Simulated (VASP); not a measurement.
# BeZn2Te3 (P-62m) in VASP: notebook

The runs below take BeZn2Te3 through single point, with PBE.

Everything below comes from runs of VASP 6.6.1. Logs are shortened: lines on timing, memory, paths and dates and some standing lists are left out, and cuts for length are marked.

### 1 The cell of the first run

Symmetry: P-62m, No. 189, hexagonal system. The conventional cell has a = 6.284 Å, b = 6.284 Å, c = 6.808 Å, α = 90.00°, β = 90.00°, γ = 120.00°. Be (site symmetry -62m) has 2 Zn at 2.22 Å and 3 Te at 2.34 Å within 2.9 Å. Within 2.9 Å of Zn (site symmetry 3m) lie 1 Be at 2.22 Å and 1 Zn at 2.37 Å. Within 3.1 Å of Te (site symmetry m2m) lie 1 Be at 2.34 Å.

### 2 Single point, PBE

INCAR reads:

```
SYSTEM = BeZn2Te3
PREC     = Accurate       ! precision mode
ENCUT    = 520            ! plane-wave cutoff, eV
EDIFF    = 1E-7           ! SCF threshold, eV
ISMEAR   = 0              ! smearing method
SIGMA    = 0.1            ! smearing width, eV
LREAL    = .False.        ! projectors in reciprocal space
LASPH    = .True.         ! aspherical terms in the spheres
NELM     = 60             ! most SCF steps
ALGO     = Normal         ! electronic algorithm
ISIF     = 2              ! what is computed and relaxed
LWAVE    = .False.        ! write WAVECAR
LCHARG   = .True.         ! write CHGCAR
GGA      = PE             ! functional
LELF     = .True.         ! ELF
LVHAR    = .True.       
NBANDS   = 31             ! bands
```

KPOINTS reads:

```
Automatic mesh
0
Gamma
  6 6 2
  0 0 0
```

POSCAR reads:

```
BeZn2Te3
1.0
    6.2836512766      0.0000000000      0.0000000000
   -3.1418256383      5.4418016340      0.0000000000
    0.0000000000      0.0000000000      6.8078054152
Be Zn Te
1 2 3
Direct
    0.0000000000      0.0000000000      0.0000000000
    0.0000000000      0.0000000000      0.3257306835
    0.0000000000      0.0000000000      0.6742693165
    0.6273412017      0.0000000000      0.0000000000
    0.0000000000      0.6273412017      0.0000000000
    0.3726587983      0.3726587983      0.0000000000
```

Potentials or basis: VASP PAW PBE potentials, release 64 (Be, Zn, Te).

Command:

```
cat potpaw_PBE.64/Be/POTCAR potpaw_PBE.64/Zn/POTCAR potpaw_PBE.64/Te/POTCAR > POTCAR
mpirun -np 1 vasp_std > vasp.out
```

OUTCAR:

```text
SYSTEM = BeZn2Te3
   PREC = Accurate
   ENCUT = 520
   EDIFF = 1E-7
   ISMEAR = 0
   LREAL = .False.
   LASPH = .True.
   NELM = 60
   ISIF = 2
   GGA = PE

 ion  position               nearest neighbor table
   1  0.000  0.000  0.000-   2 2.22   3 2.22   5 2.34   6 2.34   4 2.34
   2  0.000  0.000  0.326-   1 2.22   3 2.37   5 3.23   6 3.23   4 3.23
   3  0.000  0.000  0.674-   1 2.22   2 2.37   5 3.23   6 3.23   4 3.23
   4  0.627  0.000  0.000-   1 2.34   2 3.23   3 3.23   5 3.43   6 3.43   6 3.43   5 3.43
   5  0.000  0.627  0.000-   1 2.34   2 3.23   3 3.23   4 3.43   4 3.43   6 3.43   6 3.43
   6  0.373  0.373  0.000-   1 2.34   2 3.23   3 3.23   4 3.43   4 3.43   5 3.43   5 3.43

  LATTYP: Found a hexagonal cell.
 ALAT       =     6.2836512766
 C/A-ratio  =     1.0834155359

  Lattice vectors:

 A1 = (   6.2836512766,   0.0000000000,   0.0000000000)
 A2 = (  -3.1418256383,   5.4418016340,   0.0000000000)
 A3 = (   0.0000000000,   0.0000000000,   6.8078054152)

Analysis of symmetry for initial positions (statically):
=====================================================================
 Subroutine PRICEL returns:
 Original cell was already a primitive cell.

 Routine SETGRP: Setting up the symmetry group for a
 hexagonal supercell.

 Subroutine GETGRP returns: Found 12 space group operations
 (whereof 12 operations were pure point group operations)
 out of a pool of 24 trial point group operations.

The static configuration has the point symmetry D_3h.

Analysis of symmetry for dynamics (positions and initial velocities):
=====================================================================
 Subroutine PRICEL returns:
 Original cell was already a primitive cell.

 Routine SETGRP: Setting up the symmetry group for a
 hexagonal supercell.

 Subroutine GETGRP returns: Found 12 space group operations
 (whereof 12 operations were pure point group operations)
 out of a pool of 24 trial point group operations.

The dynamic configuration has the point symmetry D_3h.

 Subroutine INISYM returns: Found 12 space group operations
 (whereof 12 operations are pure point group operations),
 and found     1 'primitive' translations

----------------------------------------------------------------------------------------

                                     Primitive cell

  volume of cell :     232.7887

  direct lattice vectors                    reciprocal lattice vectors
     6.283651277  0.000000000  0.000000000     0.159143141  0.091881335  0.000000000
    -3.141825638  5.441801634  0.000000000     0.000000000  0.183762670  0.000000000
     0.000000000  0.000000000  6.807805415     0.000000000  0.000000000  0.146890215

  length of vectors
     6.283651277  6.283651277  6.807805415     0.183762670  0.183762670  0.146890215

  position of ions in fractional coordinates (direct lattice)
     0.000000000  0.000000000  0.000000000
     0.000000000  0.000000000  0.325730683
     0.000000000  0.000000000  0.674269317
     0.627341202  0.000000000  0.000000000
     0.000000000  0.627341202  0.000000000
     0.372658798  0.372658798  0.000000000

  ion indices of the primitive-cell ions
   primitive index   ion index
                 1           1
                 2           2
                 3           3
                 4           4
                 5           5
                 6           6

----------------------------------------------------------------------------------------

 KPOINTS: Automatic mesh

Automatic generation of k-mesh.
 Grid dimensions read from file:
 generate k-points for:    6    6    2

 Generating k-lattice:

  Cartesian coordinates                     Fractional coordinates (reciprocal lattice)
     0.026523857  0.015313556  0.000000000     0.166666667  0.000000000  0.000000000
     0.000000000  0.030627112  0.000000000     0.000000000  0.166666667  0.000000000
     0.000000000  0.000000000  0.073445107     0.000000000  0.000000000  0.500000000

  Length of vectors
     0.030627112  0.030627112  0.073445107

  Shift w.r.t. Gamma in fractional coordinates (k-lattice)
     0.000000000  0.000000000  0.000000000

 Subroutine IBZKPT returns following result:
 ===========================================

 Found     14 irreducible k-points:

 Following reciprocal coordinates:
            Coordinates               Weight
  0.000000  0.000000  0.000000      1.000000
  0.166667  0.000000  0.000000      6.000000
  0.333333  0.000000  0.000000      6.000000
  0.500000  0.000000  0.000000      3.000000
  0.166667  0.166667  0.000000      6.000000
  0.333333  0.166667  0.000000     12.000000
  0.333333  0.333333  0.000000      2.000000
  0.000000  0.000000  0.500000      1.000000
  0.166667  0.000000  0.500000      6.000000
  0.333333  0.000000  0.500000      6.000000
  0.500000  0.000000  0.500000      3.000000
  0.166667  0.166667  0.500000      6.000000
  0.333333  0.166667  0.500000     12.000000
  0.333333  0.333333  0.500000      2.000000
   k-points           NKPTS =     14   k-points in BZ     NKDIM =     14   number of bands    NBANDS=     31
   number of dos      NEDOS =    301   number of ions     NIONS =      6
   total plane-waves  NPLWV = 124416
   dimension x,y,z NGX =    48 NGY =   48 NGZ =   54
   dimension x,y,z NGXF=    96 NGYF=   96 NGZF=  108
   ions per type =               1   2   3
   NGX,Y,Z   is equivalent  to a cutoff of  12.70, 12.70, 13.19 a.u.
   NGXF,Y,Z  is equivalent  to a cutoff of  25.40, 25.40, 26.37 a.u.
 SYSTEM =  BeZn2Te3
   PREC   = accura    normal or accurate (medium, high low for compatibility)
   ISTART =      0    job   : 0-new  1-cont  2-samecut
   ICHARG =      2    charge: 1-file 2-atom 10-const
   ISPIN  =      1    spin polarized calculation?
   LNONCOLLINEAR =      F non collinear calculations
   LSORBIT =      F    spin-orbit coupling
   LASPH  =      T    aspherical Exc in radial PAW
   ENCUT  =  520.0 eV  38.22 Ry    6.18 a.u.  11.68 11.68 12.66*2*pi/ulx,y,z
   NELM   =     60;   NELMIN=  2; NELMDL= -5     # of ELM steps
   EDIFF  = 0.1E-06   stopping-criterion for ELM
   LREAL  =      F    real-space projection
   EDIFFG = 0.1E-05   stopping-criterion for IOM
   NSW    =      0    number of steps for IOM
   IBRION =     -1    ionic relax: 0-MD 1-quasi-New 2-CG
   NFREE  =      0    steps in history (QN), initial steepest desc. (CG)
   ISIF   =      2    stress and relaxation
   ISYM   =      2    0-nonsym 1-usesym 2-fastsym
   POTIM  = 0.5000    time-step for ionic-motion
   TEBEG  =    0.0;   TEEND  =   0.0 temperature during run
   PSTRESS=    0.0 pullay stress
   NELECT =      44.0000    total number of electrons
   NUPDOWN=      -1.0000    fix difference up-down
   EMIN   =  10.00;   EMAX   =-10.00  energy-range for DOS
   EFERMI =   0.00;   METHOD = LEGACY
   ISMEAR =     0;   SIGMA  =   0.10  broadening in eV -4-tet -1-fermi 0-gaus
   EFERMI_NEDOS =   21; number of points for ismear=-14 and -15
   IALGO  =     38    algorithm
   IMIX   =      4    mixing-type and parameters
     AMIX     =   0.40;   BMIX     =  1.00
     AMIX_MAG =   1.60;   BMIX_MAG =  1.00
  volume/ion in A,a.u.               =      38.80       261.82
  Fermi-wavevector in a.u.,A,eV,Ry     =   0.939518  1.775431 12.009781  0.882694
  Thomas-Fermi vector in A             =   2.066838
   LORBIT       =      0    0 simple, 1 ext, 2 COOP (PROOUT), +10 PAW based schemes
   GGA     = PE    functional components
   LHFCALC =     F    Hartree Fock is set to
   AEXX    =    0.0000 exact exchange contribution
   IVDW    =     0    specifies the selected vdW correction
   LEPSILON=     F    determine dielectric tensor
   LRPA    =     F    only Hartree local field effects (RPA)
 non-spin polarized calculation
 Gauss-broadening in eV      SIGMA  =   0.10
  energy-cutoff  :      520.00
  volume of cell :      232.79
 maximum number of plane-waves:      6306
 NGX is ok and might be reduce to    48
   NGX = 23   NGY = 23   NGZ = 25

 number of electron      43.9999974 magnetization

 Free energy of the ion-electron system (eV)
  ---------------------------------------------------
  ext. energy  EPLUGINS =         0.00000000
  ---------------------------------------------------
  free energy    TOTEN  =       -13.86792843 eV

  energy without entropy =      -13.85465407  energy(sigma->0) =      -13.86129125

 E-fermi :   1.6551     XC(G=0):  -7.0486

 val. band max:        1.6498027252   @ k =   0.1667   0.0000   0.0000
 cond. band min:       1.6569043655   @ k =   0.1667   0.0000   0.5000
 fundamental gap:      0.0071016403
 Fermi energy:         1.6550620360

 k-point     1 :       0.0000    0.0000    0.0000
  band No.  band energies     occupation
      1     -10.7251      2.00000
      2      -8.7403      2.00000
      3      -8.7403      2.00000
      4      -6.3647      2.00000
      5      -5.9094      2.00000
      6      -5.9094      2.00000
[... 23 lines left out ...]
     30       5.7279      0.00000
     31       7.0979      0.00000

 k-point     2 :       0.1667    0.0000    0.0000
  band No.  band energies     occupation
      1     -10.6197      2.00000
      2      -8.8863      2.00000
      3      -8.8264      2.00000
      4      -6.3560      2.00000
      5      -5.9122      2.00000
      6      -5.9069      2.00000
[... 23 lines left out ...]
     30       6.1459      0.00000
     31       7.3195      0.00000

 k-point     3 :       0.3333    0.0000    0.0000
  band No.  band energies     occupation
      1     -10.3157      2.00000
      2      -9.3079      2.00000
      3      -8.9604      2.00000
      4      -6.3382      2.00000
      5      -5.9143      2.00000
      6      -5.9058      2.00000
[... 23 lines left out ...]
     30       6.6597      0.00000
     31       7.1783      0.00000

 k-point     4 :       0.5000    0.0000    0.0000
  band No.  band energies     occupation
      1      -9.9150      2.00000
      2      -9.7743      2.00000
      3      -9.0175      2.00000
      4      -6.3301      2.00000
      5      -5.9103      2.00000
      6      -5.9101      2.00000
[... 23 lines left out ...]
     30       7.0584      0.00000
     31       7.3558      0.00000

 k-point     5 :       0.1667    0.1667    0.0000
  band No.  band energies     occupation
      1     -10.4148      2.00000
      2      -9.0828      2.00000
      3      -9.0306      2.00000
      4      -6.3398      2.00000
      5      -5.9151      2.00000
      6      -5.9056      2.00000
[... 23 lines left out ...]
     30       6.6112      0.00000
     31       7.0278      0.00000
[... 202 lines left out ...]
     30       6.8849      0.00000
     31       6.9706      0.00000

 k-point    12 :       0.1667    0.1667    0.5000
  band No.  band energies     occupation
      1     -10.4050      2.00000
      2      -9.0807      2.00000
      3      -9.0210      2.00000
      4      -6.3596      2.00000
      5      -5.9183      2.00000
      6      -5.9175      2.00000
[... 23 lines left out ...]
     30       6.7886      0.00000
     31       6.7927      0.00000

 k-point    13 :       0.3333    0.1667    0.5000
  band No.  band energies     occupation
      1     -10.0269      2.00000
      2      -9.5135      2.00000
      3      -9.1632      2.00000
      4      -6.3589      2.00000
      5      -5.9189      2.00000
      6      -5.9179      2.00000
[... 23 lines left out ...]
     30       6.4052      0.00000
     31       6.7769      0.00000

 k-point    14 :       0.3333    0.3333    0.5000
  band No.  band energies     occupation
      1      -9.6618      2.00000
      2      -9.6618      2.00000
      3      -9.4627      2.00000
      4      -6.3587      2.00000
      5      -5.9186      2.00000
      6      -5.9186      2.00000
[... 23 lines left out ...]
     30       5.7951      0.00000
     31       6.5754      0.00000

------------------------ aborting loop because EDIFF is reached ----------------------------------------

  FORCE on cell =-STRESS in cart. coord.  units (eV):
  Direction    XX          YY          ZZ          XY          YZ          ZX
  --------------------------------------------------------------------------------------
  -------------------------------------------------------------------------------------
  Total        0.1989713      0.1989713      0.0968637      0.0000000      0.0000000      0.0000000
  in kB        1.3694280      1.3694280      0.6666681      0.0000000      0.0000000      0.0000000
  external PRESSURE =       1.1351747 kB  Pullay stress =       0.0000000 kB

 VOLUME and BASIS-vectors are now :
 -----------------------------------------------------------------------------
  energy-cutoff  :      520.00
  volume of cell :      232.79
      direct lattice vectors                 reciprocal lattice vectors
     6.283651277  0.000000000  0.000000000     0.159143141  0.091881335  0.000000000
    -3.141825638  5.441801634  0.000000000     0.000000000  0.183762670  0.000000000
     0.000000000  0.000000000  6.807805415     0.000000000  0.000000000  0.146890215

 POSITION                                       TOTAL-FORCE (eV/Angst)
 -----------------------------------------------------------------------------------
      0.00000      0.00000      0.00000         0.000000      0.000000     -0.000000
      0.00000      0.00000      2.21751         0.000000      0.000000     -0.000964
      0.00000      0.00000      4.59029         0.000000     -0.000000      0.000964
      3.94199      0.00000      0.00000        -0.029032      0.000000      0.000000
     -1.97100      3.41387      0.00000         0.014516     -0.025143     -0.000000
      1.17083      2.02794      0.00000         0.014516      0.025143      0.000000
 -----------------------------------------------------------------------------------
    total drift:                               -0.000002     -0.000004     -0.000000

  FREE ENERGIE OF THE ION-ELECTRON SYSTEM (eV)
  ---------------------------------------------------
  free  energy   TOTEN  =       -13.8679284260 eV

  energy  without entropy=      -13.8546540682  energy(sigma->0) =      -13.86129125
```

It took 3.3 min on 1 thread of Intel Xeon Platinum 8375C at 2.90GHz (Ice Lake), shared host; peak memory 0.39 GiB.

Results:

* Free energy: -13.8679 eV
* Pressure: 0.1 GPa
* Largest force: 0.029 eV/Å
* Band gap on the k mesh: zero (band 22 reaches 2.13 eV, above the bottom of band 23 at 1.40 eV)

Forces on the atoms (eV/Å):
```
Be   0.000  0.000  0.000
Zn   0.000  0.000 -0.001
Zn   0.000  0.000  0.001
Te  -0.029  0.000  0.000
Te   0.015 -0.025  0.000
Te   0.015  0.025  0.000
```

Caveat: the k points lie up to 0.46 Å⁻¹ apart; spin-orbit coupling is left out, which moves the levels of the heavy elements.

### 3 Single point, PBE

This run uses another cell than the first one, of 38.96 Å³/atom, 1.004 times its volume.

INCAR reads:

```
SYSTEM = BeZn2Te3
ALGO = Normal ; EDIFF = 1E-6
ENCUT = 520 ; GGA = PE
ISIF = 2 ; ISMEAR = 0
LASPH = .TRUE. ; LCHARG = .TRUE.
LELF = .TRUE. ; LREAL = .FALSE.
LVHAR = .TRUE. ; LWAVE = .FALSE.
NBANDS = 31 ; NELM = 80
PREC = Accurate ; SIGMA = 0.1
```

KPOINTS reads:

```
k-points
0
G
  6 6 6
  0 0 0
```

POSCAR reads:

```
BeZn2Te3
1.0
    6.2987081865      0.0000000000      0.0000000000
   -3.1493540933      5.4548413006      0.0000000000
    0.0000000000      0.0000000000      6.8038050276
Be Zn Te
1 2 3
Direct
    0.0000000000      0.0000000000      0.0000000000
    0.0000000000      0.0000000000      0.3255498207
    0.0000000000      0.0000000000      0.6744501793
    0.6297822569      0.0000000000      0.0000000000
    0.0000000000      0.6297822569      0.0000000000
    0.3702177431      0.3702177431      0.0000000000
```

Potentials or basis: VASP PAW PBE potentials, release 64 (Be, Zn, Te).

Command:

```
cat potpaw_PBE.64/Be/POTCAR potpaw_PBE.64/Zn/POTCAR potpaw_PBE.64/Te/POTCAR > POTCAR
mpirun -np 1 vasp_std > vasp.out
```

It took 5.1 min on 1 thread of Intel Xeon Platinum 8375C at 2.90GHz (Ice Lake), shared host; peak memory 0.45 GiB.

The run converged. Its results:

```yaml
Free_energy: -13.9488 eV
Pressure: 0.1 GPa
Largest_force: 0.024 eV/Å
Band_gap_on_the_k_mesh: zero (band 22 reaches 2.11 eV, above the bottom of band 23 at 1.35 eV)
```

Forces in eV/Å, atoms in the order of the input:
```
Be   0.000  0.000  0.000
Zn   0.000  0.000 -0.005
Zn   0.000  0.000  0.005
Te  -0.024  0.000  0.000
Te   0.012 -0.021  0.000
Te   0.012  0.021  0.000
```

Stress tensor (GPa, compression positive):
```
0.02 0.00 0.00
0.00 0.02 0.00
0.00 0.00 0.10
```

Levels at points of the mesh, in eV from the Fermi level:
```
           k point  band 18  band 19  band 20  band 21  band 22  band 23  band 24  band 25  band 26  band 27
(0.00, 0.00, 0.00)    -3.79    -3.12    -1.21    -1.21    -0.23     1.22     1.22     2.64     2.64     3.70
(0.50, 0.00, 0.00)    -2.80    -2.40    -1.60    -1.42    -1.11    -0.24     0.51     1.65     2.29     3.06
(0.00, 0.00, 0.50)    -3.78    -1.90    -1.40    -1.40     0.52     0.75     1.22     1.22     2.32     2.32
(0.50, 0.00, 0.50)    -2.63    -1.81    -1.59    -1.39    -1.04    -0.23     0.85     0.96     2.72     2.79
```

Caveat: spin-orbit coupling is left out, which moves the levels of the heavy elements.
